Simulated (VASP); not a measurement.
# ZrB2 (P6/mmm) in VASP: notebook

The runs below take ZrB2 through single point, with PBEsol.

All numbers are computed with VASP 6.6.1; they aren't measurements. Logs are shortened: lines on timing, memory, paths and dates and some standing lists are left out, and cuts for length are marked.

**1. The cell of the first run**

Symmetry: P6/mmm, No. 191, hexagonal system. Conventional cell: a = 3.105 Å, b = 3.105 Å, c = 3.461 Å, α = 90.00°, β = 90.00°, γ = 120.00°. Zr (site symmetry 6/mmm) has 12 B at 2.49 Å and 6 Zr at 3.11 Å within 3.3 Å. Within 2.4 Å of B (site symmetry -6m2) lie 3 B at 1.79 Å.

**2. Single point, PBEsol**

INCAR reads:

```
SYSTEM = ZrB2
ALGO = Normal
EDIFF = 1E-7
ENCUT = 520
GGA = PS
ISIF = 2
ISMEAR = 1
LASPH = .TRUE.
LCHARG = .FALSE.
LREAL = .FALSE.
LWAVE = .FALSE.
NBANDS = 16
NELM = 100
PREC = Accurate
SIGMA = 0.15
```

KPOINTS reads:

```
k-points
0
G
  10 10 8
  0 0 0
```

POSCAR reads:

```
ZrB2
1.0
    3.1052879646      0.0000000000      0.0000000000
   -1.5526439823      2.6892587238      0.0000000000
    0.0000000000      0.0000000000      3.4608777221
Zr B
1 2
Direct
    0.0000000000      0.0000000000      0.0000000000
    0.3333333333      0.6666666667      0.5000000000
    0.6666666667      0.3333333333      0.5000000000
```

Potentials or basis: VASP PAW PBE potentials, release 64 (Zr_sv, B).

On the command line:

```sh
> cat potpaw_PBE.64/Zr_sv/POTCAR potpaw_PBE.64/B/POTCAR > POTCAR
> mpirun -np 1 vasp_std > vasp.out
```

OUTCAR:

```text
SYSTEM = ZrB2
   EDIFF = 1E-7
   ENCUT = 520
   GGA = PS
   ISIF = 2
   ISMEAR = 1
   LASPH = .TRUE.
   LREAL = .FALSE.
   NELM = 100
   PREC = Accurate

 ion  position               nearest neighbor table
   1  0.000  0.000  0.000-   2 2.49   3 2.49   2 2.49   3 2.49   3 2.49   3 2.49   2 2.49   2 2.49
                             3 2.49   3 2.49   2 2.49   2 2.49
   2  0.333  0.667  0.500-   3 1.79   3 1.79   3 1.79   1 2.49   1 2.49   1 2.49   1 2.49   1 2.49
                             1 2.49
   3  0.667  0.333  0.500-   2 1.79   2 1.79   2 1.79   1 2.49   1 2.49   1 2.49   1 2.49   1 2.49
                             1 2.49

  LATTYP: Found a hexagonal cell.
 ALAT       =     3.1052879646
 C/A-ratio  =     1.1145110410

  Lattice vectors:

 A1 = (   3.1052879646,   0.0000000000,   0.0000000000)
 A2 = (  -1.5526439823,   2.6892587238,   0.0000000000)
 A3 = (   0.0000000000,   0.0000000000,   3.4608777221)

Analysis of symmetry for initial positions (statically):
=====================================================================
 Subroutine PRICEL returns:
 Original cell was already a primitive cell.

 Routine SETGRP: Setting up the symmetry group for a
 hexagonal supercell.

 Subroutine GETGRP returns: Found 24 space group operations
 (whereof 24 operations were pure point group operations)
 out of a pool of 24 trial point group operations.

The static configuration has the point symmetry D_6h.

Analysis of symmetry for dynamics (positions and initial velocities):
=====================================================================
 Subroutine PRICEL returns:
 Original cell was already a primitive cell.

 Routine SETGRP: Setting up the symmetry group for a
 hexagonal supercell.

 Subroutine GETGRP returns: Found 24 space group operations
 (whereof 24 operations were pure point group operations)
 out of a pool of 24 trial point group operations.

The dynamic configuration has the point symmetry D_6h.

 Subroutine INISYM returns: Found 24 space group operations
 (whereof 24 operations are pure point group operations),
 and found     1 'primitive' translations

----------------------------------------------------------------------------------------

                                     Primitive cell

  volume of cell :      28.9015

  direct lattice vectors                    reciprocal lattice vectors
     3.105287965  0.000000000  0.000000000     0.322031326  0.185924841  0.000000000
    -1.552643982  2.689258724  0.000000000     0.000000000  0.371849682  0.000000000
     0.000000000  0.000000000  3.460877722     0.000000000  0.000000000  0.288944043

  length of vectors
[... 89 lines left out ...]
   NFREE  =      0    steps in history (QN), initial steepest desc. (CG)
   ISIF   =      2    stress and relaxation
   ISYM   =      2    0-nonsym 1-usesym 2-fastsym
   POTIM  = 0.5000    time-step for ionic-motion
   TEBEG  =    0.0;   TEEND  =   0.0 temperature during run
   PSTRESS=    0.0 pullay stress
   NELECT =      18.0000    total number of electrons
   NUPDOWN=      -1.0000    fix difference up-down
   EMIN   =  10.00;   EMAX   =-10.00  energy-range for DOS
   EFERMI =   0.00;   METHOD = LEGACY
   ISMEAR =     1;   SIGMA  =   0.15  broadening in eV -4-tet -1-fermi 0-gaus
   EFERMI_NEDOS =   21; number of points for ismear=-14 and -15
   IALGO  =     38    algorithm
   IMIX   =      4    mixing-type and parameters
     AMIX     =   0.40;   BMIX     =  1.00
     AMIX_MAG =   1.60;   BMIX_MAG =  1.00
  volume/ion in A,a.u.               =       9.63        65.01
  Fermi-wavevector in a.u.,A,eV,Ry     =   1.398059  2.641948 26.593516  1.954568
  Thomas-Fermi vector in A             =   2.521254
   LORBIT       =      0    0 simple, 1 ext, 2 COOP (PROOUT), +10 PAW based schemes
   GGA     = PS    functional components
   LHFCALC =     F    Hartree Fock is set to
   AEXX    =    0.0000 exact exchange contribution
   IVDW    =     0    specifies the selected vdW correction
   LEPSILON=     F    determine dielectric tensor
   LRPA    =     F    only Hartree local field effects (RPA)
 non-spin polarized calculation
 Methfessel and Paxton  Order N= 1 SIGMA  =   0.15
  energy-cutoff  :      520.00
  volume of cell :       28.90
 maximum number of plane-waves:       792
 NGX is ok and might be reduce to    24
   NGX = 11   NGY = 11   NGZ = 13

 number of electron      18.0000000 magnetization

 Free energy of the ion-electron system (eV)
  ---------------------------------------------------
  ext. energy  EPLUGINS =         0.00000000
  ---------------------------------------------------
  free energy    TOTEN  =       -26.34501542 eV

  energy without entropy =      -26.34529144  energy(sigma->0) =      -26.34510742

 E-fermi :  11.0018     XC(G=0): -12.8302

 val. band max:       10.9728103780   @ k =   0.2000   0.2000   0.1250
 cond. band min:      11.1762251639   @ k =   0.1000   0.0000   0.5000
 fundamental gap:      0.2034147859
 Fermi energy:        11.0018166592

 k-point     1 :       0.0000    0.0000    0.0000
  band No.  band energies     occupation
      1     -37.1882      2.00000
      2     -15.4484      2.00000
      3     -14.7889      2.00000
      4     -14.7889      2.00000
      5      -1.8516      2.00000
      6       8.3574      2.00000
[... 433 lines left out ...]
      3     -15.2822      2.00000
      4     -15.1137      2.00000
      5       1.7371      2.00000
      6       2.9956      2.00000
[... 8 lines left out ...]
     15      20.1532      0.00000
     16      21.9443      0.00000

 [... further k-points ...]

------------------------ aborting loop because EDIFF is reached ----------------------------------------

  FORCE on cell =-STRESS in cart. coord.  units (eV):
  Direction    XX          YY          ZZ          XY          YZ          ZX
  --------------------------------------------------------------------------------------
  -------------------------------------------------------------------------------------
  Total        2.3702505      2.3702513      2.1388613      0.0000000      0.0000000      0.0000000
  in kB      131.3965950    131.3966400    118.5693630      0.0000000      0.0000000      0.0000000
  external PRESSURE =     127.1208660 kB  Pullay stress =       0.0000000 kB

 VOLUME and BASIS-vectors are now :
 -----------------------------------------------------------------------------
  energy-cutoff  :      520.00
  volume of cell :       28.90
      direct lattice vectors                 reciprocal lattice vectors
     3.105287965  0.000000000  0.000000000     0.322031326  0.185924841  0.000000000
    -1.552643982  2.689258724  0.000000000     0.000000000  0.371849682  0.000000000
     0.000000000  0.000000000  3.460877722     0.000000000  0.000000000  0.288944043

 POSITION                                       TOTAL-FORCE (eV/Angst)
 -----------------------------------------------------------------------------------
      0.00000      0.00000      0.00000        -0.000000      0.000000     -0.000000
     -0.00000      1.79284      1.73044         0.000000      0.000000      0.000000
      1.55264      0.89642      1.73044        -0.000000     -0.000000     -0.000000
 -----------------------------------------------------------------------------------
    total drift:                               -0.000000      0.000000      0.000000

  FREE ENERGIE OF THE ION-ELECTRON SYSTEM (eV)
  ---------------------------------------------------
  free  energy   TOTEN  =       -26.3450154168 eV

  energy  without entropy=      -26.3452914375  energy(sigma->0) =      -26.34510742
```

OSZICAR:

```text
N       E                     dE             d eps       ncg     rms          rms(c)
DAV:   1     0.104465402107E+03    0.10447E+03   -0.97515E+03  2240   0.113E+03
DAV:   2    -0.246613641183E+02   -0.12913E+03   -0.12400E+03  2984   0.293E+02
DAV:   3    -0.289344097736E+02   -0.42730E+01   -0.42528E+01  3304   0.459E+01
DAV:   4    -0.289913045716E+02   -0.56895E-01   -0.56884E-01  2856   0.494E+00
DAV:   5    -0.289932911000E+02   -0.19865E-02   -0.19865E-02  3248   0.514E-01    0.253E+01
DAV:   6    -0.264061055850E+02    0.25872E+01   -0.53919E+00  2856   0.163E+01    0.106E+01
DAV:   7    -0.263475944794E+02    0.58511E-01   -0.64333E-01  3176   0.518E+00    0.371E+00
DAV:   8    -0.263496874519E+02   -0.20930E-02   -0.11430E-01  2656   0.276E+00    0.408E-01
DAV:   9    -0.263453475448E+02    0.43399E-02   -0.20501E-02  2704   0.111E+00    0.205E-01
DAV:  10    -0.263450117852E+02    0.33576E-03   -0.16354E-03  2608   0.385E-01    0.379E-02
DAV:  11    -0.263450174025E+02   -0.56173E-05   -0.57504E-05  2952   0.708E-02    0.128E-02
DAV:  12    -0.263450156222E+02    0.17803E-05   -0.27690E-06  2856   0.150E-02    0.637E-03
DAV:  13    -0.263450154359E+02    0.18627E-06   -0.56431E-07  3120   0.668E-03    0.153E-03
DAV:  14    -0.263450154168E+02    0.19177E-07   -0.29138E-08  1400   0.160E-03
   1 F= -.26345015E+02 E0= -.26345107E+02  d E =0.276021E-03
```

Wall time 15 s (1 thread of Intel Xeon 6975P-C, shared host); peak memory 0.16 GiB.

What came out:

| Quantity | Value |
| --- | --- |
| Free energy | -26.3450 eV |
| Pressure | 12.7 GPa |
| Band gap on the k mesh | zero (band 9 reaches 11.72 eV, above the bottom of band 10 at 10.85 eV) |

Levels at points of the mesh, in eV from the Fermi level:
```
           k point  band 5  band 6  band 7  band 8  band 9  band 10  band 11  band 12  band 13  band 14
(0.00, 0.00, 0.00)  -12.85   -2.64   -2.62   -2.62   -2.16     3.80     3.80     4.64     4.64     5.44
(0.50, 0.00, 0.00)   -9.10   -8.34   -4.00   -2.98   -2.77     2.50     2.59     5.48     5.58     7.03
(0.00, 0.00, 0.50)  -10.54   -7.01   -0.84   -0.84    0.46     0.46     0.93     0.93     2.09     5.34
(0.50, 0.00, 0.50)  -10.06   -6.89   -4.70   -4.23   -1.70     4.19     4.55     5.89     6.98     7.15
```

Caveat: the PAW data sets were made with another functional, which shifts forces and pressure a little.

**3. Single point, PBEsol**

This run uses another cell than the first one, of 9.84 Å³/atom, 1.021 times its volume.

INCAR reads:

```
SYSTEM = ZrB2
PREC = Accurate
ENCUT = 520
EDIFF = 1E-6
ISMEAR = 1
SIGMA = 0.15
LREAL = .FALSE.
LASPH = .TRUE.
NELM = 60
ALGO = Normal
ISIF = 2
LWAVE = .FALSE.
LCHARG = .FALSE.
GGA = PS
NBANDS = 16
```

KPOINTS reads:

```
Automatic mesh
0
G
  10 10 8
  0 0 0
```

POSCAR reads:

```
ZrB2
1.0
    3.1271569103      0.0000000000      0.0000000000
   -1.5635784551      2.7081977895      0.0000000000
    0.0000000000      0.0000000000      3.4852509034
Zr B
1 2
Direct
    0.0000000000      0.0000000000      0.0000000000
    0.3333333333      0.6666666667      0.5000000000
    0.6666666667      0.3333333333      0.5000000000
```

Potentials or basis: VASP PAW PBE potentials, release 64 (Zr_sv, B).

On the command line:

```sh
> cat potpaw_PBE.64/Zr_sv/POTCAR potpaw_PBE.64/B/POTCAR > POTCAR
> mpirun -np 1 vasp_std > vasp.out
```

OUTCAR:

```text
SYSTEM = ZrB2
   PREC = Accurate
   ENCUT = 520
   EDIFF = 1E-6
   ISMEAR = 1
   LREAL = .FALSE.
   LASPH = .TRUE.
   NELM = 60
   ISIF = 2
   GGA = PS

 ion  position               nearest neighbor table
   1  0.000  0.000  0.000-   2 2.51   3 2.51   2 2.51   3 2.51   3 2.51   3 2.51   2 2.51   2 2.51
                             3 2.51   3 2.51   2 2.51   2 2.51
   2  0.333  0.667  0.500-   3 1.81   3 1.81   3 1.81   1 2.51   1 2.51   1 2.51   1 2.51   1 2.51
                             1 2.51
   3  0.667  0.333  0.500-   2 1.81   2 1.81   2 1.81   1 2.51   1 2.51   1 2.51   1 2.51   1 2.51
                             1 2.51

[... 656 lines left out ...]
  --------------------------------------------------------------------------------------
  -------------------------------------------------------------------------------------
  Total        1.2813432      1.2813437      1.1224719      0.0000000     -0.0000000      0.0000000
  in kB       69.5523747     69.5523985     60.9287085      0.0000000     -0.0000000      0.0000000
  external PRESSURE =      66.6778272 kB  Pullay stress =       0.0000000 kB

 VOLUME and BASIS-vectors are now :
 -----------------------------------------------------------------------------
  energy-cutoff  :      520.00
  volume of cell :       29.52
      direct lattice vectors                 reciprocal lattice vectors
     3.127156910  0.000000000  0.000000000     0.319779285  0.184624625  0.000000000
    -1.563578455  2.708197789  0.000000000     0.000000000  0.369249249  0.000000000
     0.000000000  0.000000000  3.485250903     0.000000000  0.000000000  0.286923389

 POSITION                                       TOTAL-FORCE (eV/Angst)
 -----------------------------------------------------------------------------------
      0.00000      0.00000      0.00000        -0.000000     -0.000000      0.000000
     -0.00000      1.80547      1.74263        -0.000000     -0.000000      0.000000
      1.56358      0.90273      1.74263         0.000000      0.000000      0.000000
 -----------------------------------------------------------------------------------
    total drift:                               -0.000000      0.000000      0.000000

  FREE ENERGIE OF THE ION-ELECTRON SYSTEM (eV)
  ---------------------------------------------------
  free  energy   TOTEN  =       -26.3824865248 eV

  energy  without entropy=      -26.3827627926  energy(sigma->0) =      -26.38257861
```

It took 16 s on 1 thread of Intel Xeon 6975P-C, shared host; peak memory 0.16 GiB.

What came out:

- Free energy: -26.3825 eV
- Pressure: 6.7 GPa
- Band gap on the k mesh: zero (band 9 reaches 11.47 eV, above the bottom of band 10 at 10.62 eV)

Caveat: the PAW data sets were made with another functional, which shifts forces and pressure a little.

**4. Single point, PBEsol**

This run uses another cell than the first one, of 10.04 Å³/atom, 1.043 times its volume.

INCAR reads:

```
SYSTEM = ZrB2
PREC = Accurate
ENCUT = 520
EDIFF = 1E-7
ISMEAR = 1
SIGMA = 0.15
LREAL = .False.
LASPH = .True.
NELM = 80
ALGO = Normal
ISIF = 2
LWAVE = .False.
LCHARG = .False.
GGA = PS
NBANDS = 16
```

KPOINTS reads:

```
regular mesh
0
Gamma
  10 10 8
  0 0 0
```

POSCAR reads:

```
ZrB2
1.0
    3.1487241912      0.0000000000      0.0000000000
   -1.5743620956      2.7268756059      0.0000000000
    0.0000000000      0.0000000000      3.5092878761
Zr B
1 2
Direct
    0.0000000000      0.0000000000      0.0000000000
    0.3333333333      0.6666666667      0.5000000000
    0.6666666667      0.3333333333      0.5000000000
```

On the command line:

```sh
> cat potpaw_PBE.64/Zr_sv/POTCAR potpaw_PBE.64/B/POTCAR > POTCAR
> mpirun -np 1 vasp_std > vasp.out
```

Run time: 17 s. Hardware: 1 thread of Intel Xeon 6975P-C, shared host; peak memory 0.17 GiB.

It converged, with:

* Free energy: -26.3979 eV
* Pressure: 1.2 GPa
* Band gap on the k mesh: zero (band 9 reaches 11.22 eV, above the bottom of band 10 at 10.40 eV)

Stress tensor (GPa, compression positive):
```
1.34 0.00 0.00
0.00 1.34 0.00
0.00 0.00 0.90
```

Levels at points of the mesh, in eV from the Fermi level:
```
           k point  band 6  band 7  band 8  band 9  band 10  band 11  band 12  band 13
(0.00, 0.00, 0.00)   -2.56   -2.55   -2.55   -2.20     3.60     3.60     4.41     4.41
(0.50, 0.00, 0.00)   -8.35   -3.86   -2.94   -2.66     2.40     2.46     5.18     5.27
(0.00, 0.00, 0.50)   -6.92   -0.83   -0.83    0.43     0.43     0.89     0.89     1.98
(0.50, 0.00, 0.50)   -6.86   -4.56   -4.10   -1.83     3.95     4.31     5.57     6.57
```

Caveat: the PAW data sets were made with another functional, which shifts forces and pressure a little.

(Continued in part 2 of 2.)
